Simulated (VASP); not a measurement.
# TiPt3 (Pm-3m) in VASP: further runs, part 2 of 2

VASP 6.6.1. The steps go on from the part before.

### Step 4. Single point, LDA

This run uses another cell than the first one, of 15.39 Å³/atom.

INCAR

```
ALGO     = Normal         # electronic algorithm
EDIFF    = 1E-7           # SCF threshold, eV
ENCUT    = 520            # plane-wave cutoff, eV
ISIF     = 2              # what is computed and relaxed
ISMEAR   = -1             # smearing method
LASPH    = T              # aspherical terms in the spheres
LCHARG   = F              # write CHGCAR
LREAL    = F              # projectors in reciprocal space
LWAVE    = F              # write WAVECAR
NBANDS   = 29             # bands
NELM     = 100            # most SCF steps
PREC     = Accurate       # precision mode
SIGMA    = 0.05           # smearing width, eV
```

KPOINTS

```
k-points
0
Gamma
  7 7 7
```

POSCAR

```
TiPt3
1.0
    3.9482821967      0.0000000000      0.0000000000
    0.0000000000      3.9482821967      0.0000000000
    0.0000000000      0.0000000000      3.9482821967
Pt Ti
3 1
Direct
    0.5000000000      0.5000000000      0.0000000000
    0.5000000000      0.0000000000      0.5000000000
    0.0000000000      0.5000000000      0.5000000000
    0.0000000000      0.0000000000      0.0000000000
```

Potentials or basis: VASP PAW LDA potentials, release 64 (Pt, Ti_sv).

On the command line:

```
$ cat potpaw_LDA.64/Pt/POTCAR potpaw_LDA.64/Ti_sv/POTCAR > POTCAR
$ mpirun -np 1 vasp_std > vasp.out
```

OUTCAR:

```text
EDIFF = 1E-7
   ENCUT = 520
   ISIF = 2
   ISMEAR = -1
   LASPH = T
   LREAL = F
   NELM = 100
   PREC = Accurate

 ion  position               nearest neighbor table
   1  0.500  0.500  0.000-   2 2.79   3 2.79   4 2.79   2 2.79   3 2.79   2 2.79   4 2.79   2 2.79
                             3 2.79   4 2.79   3 2.79   4 2.79
   2  0.500  0.000  0.500-   1 2.79   3 2.79   4 2.79   1 2.79   4 2.79   1 2.79   3 2.79   1 2.79
                             3 2.79   4 2.79   4 2.79   3 2.79
   3  0.000  0.500  0.500-   1 2.79   2 2.79   4 2.79   1 2.79   4 2.79   2 2.79   4 2.79   4 2.79
                             1 2.79   2 2.79   1 2.79   2 2.79
   4  0.000  0.000  0.000-   1 2.79   2 2.79   3 2.79   2 2.79   3 2.79   1 2.79   3 2.79   3 2.79
                             1 2.79   2 2.79   2 2.79   1 2.79

  LATTYP: Found a simple cubic cell.
 ALAT       =     3.9482821967

  Lattice vectors:

 A1 = (   3.9482821967,   0.0000000000,   0.0000000000)
 A2 = (   0.0000000000,   3.9482821967,   0.0000000000)
 A3 = (   0.0000000000,   0.0000000000,   3.9482821967)

Analysis of symmetry for initial positions (statically):
=====================================================================
 Subroutine PRICEL returns:
 Original cell was already a primitive cell.

 Routine SETGRP: Setting up the symmetry group for a
 simple cubic supercell.

 Subroutine GETGRP returns: Found 48 space group operations
 (whereof 48 operations were pure point group operations)
 out of a pool of 48 trial point group operations.

The static configuration has the point symmetry O_h .

Analysis of symmetry for dynamics (positions and initial velocities):
=====================================================================
 Subroutine PRICEL returns:
 Original cell was already a primitive cell.

[... 121 lines left out ...]
   ISMEAR =    -1;   SIGMA  =   0.05  broadening in eV -4-tet -1-fermi 0-gaus
   EFERMI_NEDOS =   21; number of points for ismear=-14 and -15
   IALGO  =     38    algorithm
   IMIX   =      4    mixing-type and parameters
     AMIX     =   0.40;   BMIX     =  1.00
     AMIX_MAG =   1.60;   BMIX_MAG =  1.00
  volume/ion in A,a.u.               =      15.39       103.84
  Fermi-wavevector in a.u.,A,eV,Ry     =   1.441285  2.723633 28.263399  2.077301
  Thomas-Fermi vector in A             =   2.559934
   LORBIT       =      0    0 simple, 1 ext, 2 COOP (PROOUT), +10 PAW based schemes
   GGA     = CA    functional components
   LHFCALC =     F    Hartree Fock is set to
   AEXX    =    0.0000 exact exchange contribution
   IVDW    =     0    specifies the selected vdW correction
   LEPSILON=     F    determine dielectric tensor
   LRPA    =     F    only Hartree local field effects (RPA)
 non-spin polarized calculation
  energy-cutoff  :      520.00
  volume of cell :       61.55
 maximum number of plane-waves:      1675
 NGX is ok and might be reduce to    30
   NGX = 15   NGY = 15   NGZ = 15

 number of electron      42.0000003 magnetization

 Free energy of the ion-electron system (eV)
  ---------------------------------------------------
  ext. energy  EPLUGINS =         0.00000000
  ---------------------------------------------------
  free energy    TOTEN  =       -34.48369487 eV

  energy without entropy =      -34.47043538  energy(sigma->0) =      -34.47706512

 E-fermi :  11.0104     XC(G=0): -13.2830

 val. band max:       11.0087927885   @ k =   0.4286   0.0000   0.0000
 cond. band min:      11.0881821587   @ k =   0.4286   0.1429   0.1429
 fundamental gap:      0.0793893702
 Fermi energy:        11.0104497044

 k-point     1 :       0.0000    0.0000    0.0000
  band No.  band energies     occupation
      1     -46.4939      2.00000
      2     -23.0895      2.00000
      3     -23.0895      2.00000
      4     -23.0895      2.00000
      5       1.1613      2.00000
      6       3.9760      2.00000
[... 629 lines left out ...]
     28      12.7166      0.00000
     29      16.4299      0.00000

------------------------ aborting loop because EDIFF is reached ----------------------------------------

  FORCE on cell =-STRESS in cart. coord.  units (eV):
  Direction    XX          YY          ZZ          XY          YZ          ZX
  --------------------------------------------------------------------------------------
  -------------------------------------------------------------------------------------
  Total       -5.2059438     -5.2059438     -5.2059438      0.0000000      0.0000000      0.0000000
  in kB     -135.5144173   -135.5144173   -135.5144173      0.0000000      0.0000000      0.0000000
  external PRESSURE =    -135.5144173 kB  Pullay stress =       0.0000000 kB

 VOLUME and BASIS-vectors are now :
 -----------------------------------------------------------------------------
  energy-cutoff  :      520.00
  volume of cell :       61.55
      direct lattice vectors                 reciprocal lattice vectors
     3.948282197  0.000000000  0.000000000     0.253274703  0.000000000  0.000000000
     0.000000000  3.948282197  0.000000000     0.000000000  0.253274703  0.000000000
     0.000000000  0.000000000  3.948282197     0.000000000  0.000000000  0.253274703

 POSITION                                       TOTAL-FORCE (eV/Angst)
 -----------------------------------------------------------------------------------
      1.97414      1.97414      0.00000         0.000000      0.000000      0.000000
      1.97414      0.00000      1.97414         0.000000      0.000000      0.000000
      0.00000      1.97414      1.97414         0.000000      0.000000      0.000000
      0.00000      0.00000      0.00000         0.000000      0.000000      0.000000
 -----------------------------------------------------------------------------------
    total drift:                                0.000000      0.000000     -0.000000

  FREE ENERGIE OF THE ION-ELECTRON SYSTEM (eV)
  ---------------------------------------------------
  free  energy   TOTEN  =       -34.4836948664 eV

  energy  without entropy=      -34.4704353792  energy(sigma->0) =      -34.47706512
```

OSZICAR:

```text
N       E                     dE             d eps       ncg     rms          rms(c)
DAV:   1     0.370181868275E+03    0.37018E+03   -0.20776E+04  1160   0.155E+03
DAV:   2    -0.881506839590E+01   -0.37900E+03   -0.36012E+03  1205   0.400E+02
DAV:   3    -0.369636672666E+02   -0.28149E+02   -0.26580E+02  1479   0.102E+02
DAV:   4    -0.379759855961E+02   -0.10123E+01   -0.10083E+01  1397   0.181E+01
DAV:   5    -0.380061676473E+02   -0.30182E-01   -0.30171E-01  1462   0.306E+00    0.209E+01
DAV:   6    -0.359835598109E+02    0.20226E+01   -0.11900E+01  1280   0.294E+01    0.144E+01
DAV:   7    -0.355429789763E+02    0.44058E+00   -0.23409E+01  1517   0.302E+01    0.100E+01
DAV:   8    -0.346241561534E+02    0.91882E+00   -0.93481E-01  1275   0.891E+00    0.434E+00
DAV:   9    -0.345700424374E+02    0.54114E-01   -0.13601E+00  1667   0.662E+00    0.291E+00
DAV:  10    -0.344836659568E+02    0.86376E-01   -0.32902E-01  1347   0.402E+00    0.348E-01
DAV:  11    -0.344869645973E+02   -0.32986E-02   -0.68881E-03  1325   0.641E-01    0.571E-01
DAV:  12    -0.344836993952E+02    0.32652E-02   -0.11416E-02  1538   0.680E-01    0.453E-02
DAV:  13    -0.344836954181E+02    0.39771E-05   -0.16531E-04  1257   0.912E-02    0.103E-02
DAV:  14    -0.344836972220E+02   -0.18039E-05   -0.10336E-05  1409   0.267E-02    0.151E-02
DAV:  15    -0.344836949128E+02    0.23093E-05   -0.55563E-06  1280   0.197E-02    0.295E-03
DAV:  16    -0.344836948664E+02    0.46393E-07   -0.56040E-07  1309   0.467E-03
   1 F= -.34483695E+02 E0= -.34477065E+02  d E =-.132595E-01
```

It took 36 s on 1 thread of Intel Xeon Platinum 8259CL at 2.50GHz (Skylake/Cascade Lake), shared host; peak memory 0.16 GiB.

Results:

| Item | Value |
| --- | --- |
| Free energy | -34.4837 eV |
| Pressure | -13.6 GPa |
| Band gap on the k mesh | zero (bands 21 and 22 overlap by 1.40 eV) |

Caveat: the cell stands under tension; spin-orbit coupling is left out, which moves the levels of the heavy elements.

### Step 5. Single point, PBE

This run uses another cell than the first one, of 15.39 Å³/atom.

INCAR

```
SYSTEM = TiPt3
PREC = Accurate
ENCUT = 520
EDIFF = 1E-6
ISMEAR = -1
SIGMA = 0.05
LREAL = .FALSE.
LASPH = .TRUE.
NELM = 100
ALGO = Normal
ISIF = 2
LWAVE = .FALSE.
LCHARG = .FALSE.
GGA = PE
NBANDS = 29
```

KPOINTS

```
regular mesh
0
G
  7 7 7
  0 0 0
```

POSCAR is that of step 4.

Potentials or basis: VASP PAW PBE potentials, release 64 (Pt, Ti_sv).

On the command line:

```
$ cat potpaw_PBE.64/Pt/POTCAR potpaw_PBE.64/Ti_sv/POTCAR > POTCAR
$ mpirun -np 1 vasp_std > vasp.out
```

It took 36 s on 1 thread of Intel Xeon Platinum 8259CL at 2.50GHz (Skylake/Cascade Lake), shared host; peak memory 0.18 GiB.

The run converged. Its results:

```yaml
Free_energy: -29.5532 eV
Pressure: -0.5 GPa
Band_gap_on_the_k_mesh: zero (bands 21 and 22 overlap by 1.41 eV)
```

Levels at points of the mesh, in eV from the Fermi level:
```tsv
k point	band 17	band 18	band 19	band 20	band 21	band 22	band 23	band 24	band 25	band 26
(0.00, 0.00, 0.00)	-0.55	-0.01	-0.01	-0.01	1.30	1.30	1.59	1.59	1.59	1.90
```

Caveat: spin-orbit coupling is left out, which moves the levels of the heavy elements.

### Step 6. Overview

| level | potentials or basis | cell | gap on the mesh (eV) | pressure (GPa) |
| --- | --- | --- | --- | --- |
| LDA | VASP PAW LDA potentials, release 64 (Pt, Ti_sv) | a = 3.923 Å, 4 atoms | none | -9.2 |
| PBE | VASP PAW PBE potentials, release 64 (Pt, Ti_sv) | a = 3.923 Å, 4 atoms | none | 4.4 |
| LDA | VASP PAW LDA potentials, release 64 (Pt, Ti_sv) | a = 3.948 Å, 4 atoms | none | -13.6 |
| PBE | VASP PAW PBE potentials, release 64 (Pt, Ti_sv) | a = 3.948 Å, 4 atoms | none | -0.5 |

Alike in all rows: task single point; no spin polarisation; k mesh 7 × 7 × 7; cutoff (eV) 520; smearing fermi-dirac 0.05 eV.

Caveats: spin-orbit coupling is left out, which moves the levels of the heavy elements; the cell stands under tension (at least some runs); the cell stands under pressure (at least some runs).

Absolute energies hang on the potentials; compare differences alone.
